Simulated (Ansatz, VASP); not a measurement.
## Two plane-wave programs on W

Contents of INCAR:

```
SYSTEM = W
ALGO = Normal ; EDIFF = 1E-7
ENCUT = 520 ; GGA = PS
ISIF = 2 ; ISMEAR = 0
LASPH = .TRUE. ; LCHARG = .FALSE.
LREAL = .FALSE. ; LWAVE = .FALSE.
NBANDS = 21 ; NELM = 60
PREC = Accurate ; SIGMA = 0.1
```

KPOINTS

```
k-points
0
G
  16 16 16
  0 0 0
```

Contents of POSCAR:

```
W
1.0
    3.1858712550      0.0000000000      0.0000000000
    0.0000000000      3.1858712550      0.0000000000
    0.0000000000      0.0000000000      3.1858712550
W
2
Direct
    0.0000000000      0.0000000000      0.0000000000
    0.5000000000      0.5000000000      0.5000000000
```

Input for Ansatz:

```yaml
crystal:
  lattice:
    - [3.185871255, 0.0, 0.0]
    - [0.0, 3.185871255, 0.0]
    - [0.0, 0.0, 3.185871255]
  atoms:
    - { symbol: W, position: [0.0, 0.0, 0.0] }
    - { symbol: W, position: [0.5, 0.5, 0.5] }
basis:
  ecutwfc: 420
kpoints:
  mp_grid: { grid: [16, 16, 16] }
hamiltonian:
  xc: pbesol
scf:
  occupations: { method: gaussian, width: 0.1 }
output:
  forces: true
  stress: true
  eigenvalues: true
```

Change from the starting cell: equal strain along all axes, cell held, atoms relaxed: +1.0 %.

Alike in both runs: task single point; functional PBEsol; k mesh 16 × 16 × 16; occupations gaussian, width 0.1 eV; no spin polarisation.

```csv
,VASP,Ansatz
version,VASP 6.6.1,Ansatz 0.2.0
potentials or method,"VASP PAW PBE potentials, release 64 (W_sv), cutoff 520 eV","scalar-relativistic, plane waves, PAW"
valence electrons in the cell,28,28
```

Ansatz gave:

| Quantity | Value |
| --- | --- |
| gap on the k mesh at the Fermi level (eV) | none |
| pressure (GPa) | -9.1 |

Which values does VASP return?

gap on the k mesh at the Fermi level (eV): none; pressure (GPa): -8.6.

VASP's potentials were made for PBE, not for PBEsol. A gap of «none» marks a metal or a gap that the smearing closes. The functional is the same, so the differences come from potentials, cutoffs and numerics.

Spin-orbit coupling is off throughout.
